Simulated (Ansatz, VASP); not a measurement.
## Two plane-wave programs on SiC2

INCAR

```
ALGO = Normal ; EDIFF = 1E-7
EDIFFG = -0.04 ; ENCUT = 600
GGA = PE ; IBRION = 2
ISIF = 3 ; ISMEAR = 0
LASPH = T ; LCHARG = F
LREAL = F ; LWAVE = F
NELM = 60 ; NSW = 90
PREC = Accurate ; SIGMA = 0.1
```

Contents of KPOINTS:

```
k-points
0
Gamma
  6 6 6
```

POSCAR

```
SiC2
1.0
    0.0000000000      3.2874998816      4.4341923930
    2.4941837774      0.0000000000      4.4341923930
    2.4941837774      3.2874998816      0.0000000000
Si C
2 4
Direct
    0.2839882795      0.7160117205      0.7160117205
    0.7160117205      0.2839882795      0.2839882795
    0.6607810673      0.9547143045      0.3392189327
    0.0452856955      0.3392189327      0.9547143045
    0.9547143045      0.6607810673      0.0452856955
    0.3392189327      0.0452856955      0.6607810673
```

Input for Ansatz:

```yaml
crystal:
  lattice:
    - [0.0, 3.2874998816, 4.434192393]
    - [2.4941837774, 0.0, 4.434192393]
    - [2.4941837774, 3.2874998816, 0.0]
  atoms:
    - { symbol: Si, position: [0.2839882795, 0.7160117205, 0.7160117205] }
    - { symbol: Si, position: [0.7160117205, 0.2839882795, 0.2839882795] }
    - { symbol: C, position: [0.6607810673, 0.9547143045, 0.3392189327] }
    - { symbol: C, position: [0.0452856955, 0.3392189327, 0.9547143045] }
    - { symbol: C, position: [0.9547143045, 0.6607810673, 0.0452856955] }
    - { symbol: C, position: [0.3392189327, 0.0452856955, 0.6607810673] }
basis:
  ecutwfc: 420
kpoints:
  mp_grid: { grid: [6, 6, 6] }
hamiltonian:
  xc: pbe
scf:
  occupations: { method: gaussian, width: 0.1 }
  lower_state_search: "off"
output:
  forces: true
  stress: true
  eigenvalues: true
relax:
  adjacent_minimum: "off"
  f_tol: 0.04
  max_steps: 70
  cell: { stress_tol: 0.4 }
```

Alike in both runs: task relaxation of cell and atoms; functional PBE; k mesh 6 × 6 × 6; occupations gaussian, width 0.1 eV; no spin polarisation.

```csv
,VASP,Ansatz
version,VASP 6.6.1,Ansatz 0.2.0
potentials or method,"VASP PAW PBE potentials, release 64 (Si, C), cutoff 600 eV","scalar-relativistic, plane waves, PAW"
valence electrons in the cell,24,24
```

Ansatz gave:

| Property | Result |
| --- | --- |
| gap on the k mesh at the Fermi level, each at its own relaxed structure (eV) | none |
| relaxed volume (Å³/atom) | 12.15 |
| relaxed cell length with the largest relative difference (Å) | 4.132 |

**Question.** Which values does VASP return?

**Answer.** gap on the k mesh at the Fermi level, each at its own relaxed structure (eV): none; relaxed volume (Å³/atom): 12.12; relaxed cell length with the largest relative difference (Å): 4.126.

A gap of «none» marks a metal or a gap that the smearing closes.
